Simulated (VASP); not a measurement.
# ZnO (P6_3mc) in VASP: further runs, part 2 of 2

VASP 6.6.1. Earlier steps stand in the parts before.

## 4. Single point, LDA (c/a of the conventional cell at fixed volume 1.5522)

INCAR

```
SYSTEM = ZnO
ALGO = Normal ; EDIFF = 1E-6
ENCUT = 520 ; ISIF = 2
ISMEAR = 0 ; LASPH = .TRUE.
LCHARG = .FALSE. ; LREAL = .FALSE.
LWAVE = .FALSE. ; NBANDS = 26
NELM = 60 ; PREC = Accurate
SIGMA = 0.05
```

KPOINTS

```
k-points
0
G
  12 12 6
  0 0 0
```

POSCAR

```
ZnO
1.0
    3.2308276147      0.0000000000      0.0000000000
   -1.6154138073      2.7979787896      0.0000000000
    0.0000000000      0.0000000000      5.0148906235
Zn O
2 2
Direct
    0.3333333333      0.6666666667      0.0018514197
    0.6666666667      0.3333333333      0.5018514197
    0.3333333333      0.6666666667      0.3576412361
    0.6666666667      0.3333333333      0.8576412361
```

Potentials or basis: VASP PAW LDA potentials, release 64 (Zn, O).

The run is started by

```bash
$ cat potpaw_LDA.64/Zn/POTCAR potpaw_LDA.64/O/POTCAR > POTCAR
$ mpirun -np 1 vasp_std > vasp.out
```

OUTCAR:

```text
SYSTEM = ZnO
   EDIFF = 1E-6
   ENCUT = 520
   ISIF = 2
   ISMEAR = 0
   LASPH = .TRUE.
   LREAL = .FALSE.
   NELM = 60
   PREC = Accurate

 ion  position               nearest neighbor table
   1  0.333  0.667  0.002-   3 1.78   4 2.00   4 2.00   4 2.00
   2  0.667  0.333  0.502-   4 1.78   3 2.00   3 2.00   3 2.00
   3  0.333  0.667  0.358-   1 1.78   2 2.00   2 2.00   2 2.00
   4  0.667  0.333  0.858-   2 1.78   1 2.00   1 2.00   1 2.00

  LATTYP: Found a hexagonal cell.
 ALAT       =     3.2308276147
 C/A-ratio  =     1.5522000000

  Lattice vectors:

 A1 = (   3.2308276147,   0.0000000000,   0.0000000000)
 A2 = (  -1.6154138073,   2.7979787896,   0.0000000000)
 A3 = (   0.0000000000,   0.0000000000,   5.0148906235)

Analysis of symmetry for initial positions (statically):
=====================================================================
 Subroutine PRICEL returns:
 Original cell was already a primitive cell.

 Routine SETGRP: Setting up the symmetry group for a
 hexagonal supercell.

 Subroutine GETGRP returns: Found 12 space group operations
 (whereof  6 operations were pure point group operations)
 out of a pool of 24 trial point group operations.

The static configuration has the point symmetry C_3v.
 The point group associated with its full space group is C_6v.

Analysis of symmetry for dynamics (positions and initial velocities):
=====================================================================
 Subroutine PRICEL returns:
 Original cell was already a primitive cell.

 Routine SETGRP: Setting up the symmetry group for a
 hexagonal supercell.

 Subroutine GETGRP returns: Found 12 space group operations
 (whereof  6 operations were pure point group operations)
 out of a pool of 24 trial point group operations.

The dynamic configuration has the point symmetry C_3v.
 The point group associated with its full space group is C_6v.

[... 114 lines left out ...]
   NUPDOWN=      -1.0000    fix difference up-down
   EMIN   =  10.00;   EMAX   =-10.00  energy-range for DOS
   EFERMI =   0.00;   METHOD = LEGACY
   ISMEAR =     0;   SIGMA  =   0.05  broadening in eV -4-tet -1-fermi 0-gaus
   EFERMI_NEDOS =   21; number of points for ismear=-14 and -15
   IALGO  =     38    algorithm
   IMIX   =      4    mixing-type and parameters
     AMIX     =   0.40;   BMIX     =  1.00
     AMIX_MAG =   1.60;   BMIX_MAG =  1.00
  volume/ion in A,a.u.               =      11.33        76.48
  Fermi-wavevector in a.u.,A,eV,Ry     =   1.516011  2.864846 31.270138  2.298290
  Thomas-Fermi vector in A             =   2.625458
   LORBIT       =      0    0 simple, 1 ext, 2 COOP (PROOUT), +10 PAW based schemes
   GGA     = CA    functional components
   LHFCALC =     F    Hartree Fock is set to
   AEXX    =    0.0000 exact exchange contribution
   IVDW    =     0    specifies the selected vdW correction
   LEPSILON=     F    determine dielectric tensor
   LRPA    =     F    only Hartree local field effects (RPA)
 non-spin polarized calculation
 Gauss-broadening in eV      SIGMA  =   0.05
  energy-cutoff  :      520.00
  volume of cell :       45.33
 maximum number of plane-waves:      1248
   NGX = 13   NGY = 13   NGZ = 19

 number of electron      36.0000058 magnetization

 Free energy of the ion-electron system (eV)
  ---------------------------------------------------
  ext. energy  EPLUGINS =         0.00000000
  ---------------------------------------------------
  free energy    TOTEN  =       -20.83273366 eV

  energy without entropy =      -20.83273366  energy(sigma->0) =      -20.83273366

 E-fermi :   1.6972     XC(G=0): -11.7156

 val. band max:        1.3900769529   @ k =   0.0000   0.0000   0.0000
 cond. band min:       2.2322144302   @ k =   0.0000   0.0000   0.0000
 fundamental gap:      0.8421374773
 Fermi energy:         1.6972217236

 k-point     1 :       0.0000    0.0000    0.0000
  band No.  band energies     occupation
      1     -16.9448      2.00000
      2     -16.0161      2.00000
      3      -4.9757      2.00000
      4      -4.8351      2.00000
      5      -4.6189      2.00000
      6      -4.6189      2.00000
[... 685 lines left out ...]
     25      14.3197      0.00000
     26      15.1809      0.00000

 [... further k-points ...]
[... 5 lines left out ...]
  --------------------------------------------------------------------------------------
  -------------------------------------------------------------------------------------
  Total       -1.6101363     -1.6101363      7.6161174     -0.0000000      0.0000000      0.0000000
  in kB      -56.9054080    -56.9054080    269.1686903     -0.0000000      0.0000000      0.0000000
  external PRESSURE =      51.7859581 kB  Pullay stress =       0.0000000 kB

 VOLUME and BASIS-vectors are now :
 -----------------------------------------------------------------------------
  energy-cutoff  :      520.00
  volume of cell :       45.33
      direct lattice vectors                 reciprocal lattice vectors
     3.230827615  0.000000000  0.000000000     0.309518216  0.178700425  0.000000000
    -1.615413807  2.797978790  0.000000000     0.000000000  0.357400851  0.000000000
     0.000000000  0.000000000  5.014890624     0.000000000  0.000000000  0.199406144

 POSITION                                       TOTAL-FORCE (eV/Angst)
 -----------------------------------------------------------------------------------
     -0.00000      1.86532      0.00928        -0.000000      0.000000     -2.164802
      1.61541      0.93266      2.51673         0.000000     -0.000000     -2.164802
     -0.00000      1.86532      1.79353        -0.000000      0.000000      2.164802
      1.61541      0.93266      4.30098         0.000000     -0.000000      2.164802
 -----------------------------------------------------------------------------------
    total drift:                               -0.000001     -0.000001     -0.005543

  FREE ENERGIE OF THE ION-ELECTRON SYSTEM (eV)
  ---------------------------------------------------
  free  energy   TOTEN  =       -20.8327336624 eV

  energy  without entropy=      -20.8327336624  energy(sigma->0) =      -20.83273366
```

OSZICAR:

```text
N       E                     dE             d eps       ncg     rms          rms(c)
DAV:   1     0.291434021557E+03    0.29143E+03   -0.18151E+04  4000   0.206E+03
DAV:   2     0.704029178174E+01   -0.28439E+03   -0.26648E+03  4128   0.412E+02
DAV:   3    -0.234416419564E+02   -0.30482E+02   -0.30084E+02  4354   0.139E+02
DAV:   4    -0.240148342281E+02   -0.57319E+00   -0.57187E+00  4366   0.194E+01
DAV:   5    -0.240177202767E+02   -0.28860E-02   -0.28859E-02  4286   0.143E+00    0.167E+01
DAV:   6    -0.207266344638E+02    0.32911E+01   -0.60625E+00  6188   0.618E+01    0.106E+01
DAV:   7    -0.209005111802E+02   -0.17388E+00   -0.28305E+00  4044   0.167E+01    0.617E+00
DAV:   8    -0.208848643800E+02    0.15647E-01   -0.57020E-01  5262   0.709E+00    0.172E+00
DAV:   9    -0.208305320272E+02    0.54332E-01   -0.10540E-01  5690   0.672E+00    0.334E-01
DAV:  10    -0.208327947670E+02   -0.22627E-02   -0.37189E-02  4018   0.135E+00    0.933E-02
DAV:  11    -0.208327307171E+02    0.64050E-04   -0.39417E-04  5052   0.236E-01    0.214E-02
DAV:  12    -0.208327332283E+02   -0.25112E-05   -0.54250E-05  4780   0.222E-01    0.106E-02
DAV:  13    -0.208327336624E+02   -0.43409E-06   -0.72635E-06  4882   0.885E-02
   1 F= -.20832734E+02 E0= -.20832734E+02  d E =-.133817E-20
```

It took 50 s on 1 thread of AMD EPYC 9R14 (Zen 4), shared host; peak memory 0.16 GiB.

Results:

- Free energy: -20.8327 eV
- Pressure: 5.2 GPa
- Largest force: 2.165 eV/Å
- Band gap on the k mesh: 0.84 eV, direct

Forces in eV/Å, atoms in the order of the input:
```
Zn   0.000  0.000 -2.165
Zn   0.000  0.000 -2.165
O    0.000  0.000  2.165
O    0.000  0.000  2.165
```

Stress tensor (GPa, compression positive):
```
-5.69  0.00  0.00
 0.00 -5.69  0.00
 0.00  0.00 26.92
```

Levels at points of the mesh, in eV from the valence-band top:
| k point | band 14 | band 15 | band 16 | band 17 | band 18 | band 19 | band 20 | band 21 | band 22 | band 23 |
| --- | --- | --- | --- | --- | --- | --- | --- | --- | --- | --- |
| (0.00, 0.00, 0.00) | -1.31 | -1.31 | -0.10 | -0.10 | 0.00 | 0.84 | 5.21 | 8.68 | 12.60 | 12.60 |
| (0.50, 0.00, 0.00) | -3.31 | -3.09 | -2.79 | -1.48 | -0.66 | 5.76 | 6.63 | 7.53 | 8.38 | 11.40 |
| (0.00, 0.00, 0.50) | -2.26 | -0.69 | -0.69 | -0.69 | -0.69 | 3.47 | 3.47 | 10.62 | 10.62 | 12.91 |
| (0.50, 0.00, 0.50) | -3.81 | -1.62 | -1.62 | -1.43 | -1.43 | 5.61 | 5.61 | 8.34 | 8.34 | 11.84 |

Caveat: forces of over 1 eV/Å act on the atoms, so gaps and moduli don't describe the material at rest.
